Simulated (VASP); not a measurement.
Write the native input for VASP 6.6.1 that does the following.

* Task: single point
* Functional: r2SCAN
* Potentials or basis: VASP PAW PBE potentials, release 64 (S, Ba_sv, Se)
* Cutoff: 520 eV
* k mesh: 4 × 4 × 4
* Occupations: gaussian, width 0.01 eV
* Spin: no spin polarisation
* Dipole correction: no
* Further INCAR settings: ALGO = Normal; EDIFF = 1e-07; NBANDS = 24

The system is Ba2SeS.

```
S Ba Se
1.0
     4.53008    0.00000    0.00000
     0.00000    4.53008    0.00000
     0.00000    0.00000    6.40768
S Ba Se
1 2 1
Direct
  0.00000 0.00000 0.00000
  0.00000 0.00000 0.50000
  0.50000 0.50000 0.00000
  0.50000 0.50000 0.50000
```

This cell differs from its parent crystal: volume changed by -6%.

These files were run (other wordings do the same):

POSCAR

```
Ba2SeS
1.0
    4.5300823221      0.0000000000      0.0000000000
    0.0000000000      4.5300823221      0.0000000000
    0.0000000000      0.0000000000      6.4076788754
S Ba Se
1 2 1
Direct
    0.0000000000      0.0000000000      0.0000000000
    0.0000000000      0.0000000000      0.5000000000
    0.5000000000      0.5000000000      0.0000000000
    0.5000000000      0.5000000000      0.5000000000
```

INCAR.step1

```
  PREC = Accurate
  ENCUT = 520
  ISMEAR = 0
  SIGMA = 0.01
  LREAL = F
  LASPH = T
  NELM = 100
  NBANDS = 24
  GGA = PE
  ALGO = Normal
  EDIFF = 1E-4
  LWAVE = T
  LCHARG = F
```

INCAR.step2

```
  PREC = Accurate
  ENCUT = 520
  EDIFF = 1E-7
  ISMEAR = 0
  SIGMA = 0.01
  LREAL = F
  LASPH = T
  NELM = 100
  ALGO = Normal
  ISIF = 2
  LWAVE = F
  LCHARG = F
  METAGGA = R2SCAN
  LMIXTAU = T
  NBANDS = 24
  ISTART = 1
```

KPOINTS

```
regular mesh
0
Gamma
  4 4 4
```

Potentials or basis: VASP PAW PBE potentials, release 64 (S, Ba_sv, Se).

Run with:

```console
$ cat potpaw_PBE.64/S/POTCAR potpaw_PBE.64/Ba_sv/POTCAR potpaw_PBE.64/Se/POTCAR > POTCAR
$ cp INCAR.step1 INCAR
$ mpirun -np 1 vasp_std > vasp.out
$ cp INCAR.step2 INCAR
$ mpirun -np 1 vasp_std > vasp.out
```

It gave:

```yaml
Pressure: 3.6 GPa
Band_gap_on_the_k_mesh: 2.26 eV, direct
```

Caveat: the PAW data sets were made with another functional, which shifts forces and pressure a little; spin-orbit coupling is left out, which moves the levels of the heavy elements.

Wall time 3.3 min on 1 thread of Intel(R) Xeon(R) Platinum 8488C (Sapphire Rapids), with other jobs on the host, peak memory 0.28 GiB.
